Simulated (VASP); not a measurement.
Here is a VASP 6.6.1 calculation.

Contents of INCAR:

```
SYSTEM = AlNi
  PREC = Accurate
  ENCUT = 520
  EDIFF = 1E-6
  ISMEAR = -1
  SIGMA = 0.05
  LREAL = .False.
  LASPH = .True.
  NELM = 150
  ALGO = Normal
  ISIF = 2
  LWAVE = .False.
  LCHARG = .False.
  ISPIN = 2
  MAGMOM = 1 0
  LORBIT = 11
  LMAXMIX = 4
  GGA = PE
  NBANDS = 18
```

KPOINTS

```
Automatic mesh
0
Gamma
  9 9 9
  0 0 0
```

Contents of POSCAR:

```
AlNi
1.0
    2.8810000000      0.0000000000      0.0000000000
    0.0000000000      2.8810000000      0.0000000000
    0.0000000000      0.0000000000      2.8810000000
Ni Al
1 1
Direct
    0.4989740000      0.4745230000      0.4981530000
    0.0060500000      0.0109750000     -0.0022860000
```

Potentials or basis: VASP PAW PBE potentials, release 64 (Ni, Al).

Run with:

```bash
$ cat potpaw_PBE.64/Ni/POTCAR potpaw_PBE.64/Al/POTCAR > POTCAR
$ mpirun -np 1 vasp_std > vasp.out
```

Q: Predict the net moment.

A: 0.00 μB per cell.

Q: What does it give for the pressure?

A: 2.7 GPa.

Q: Estimate the largest force.

A: 0.640 eV/Å.

Forces on the atoms (eV/Å):
```
Ni   0.126  0.627 -0.008
Al  -0.126 -0.627  0.008
```

Caveat: the cell differs from its parent crystal (atoms moved at random).
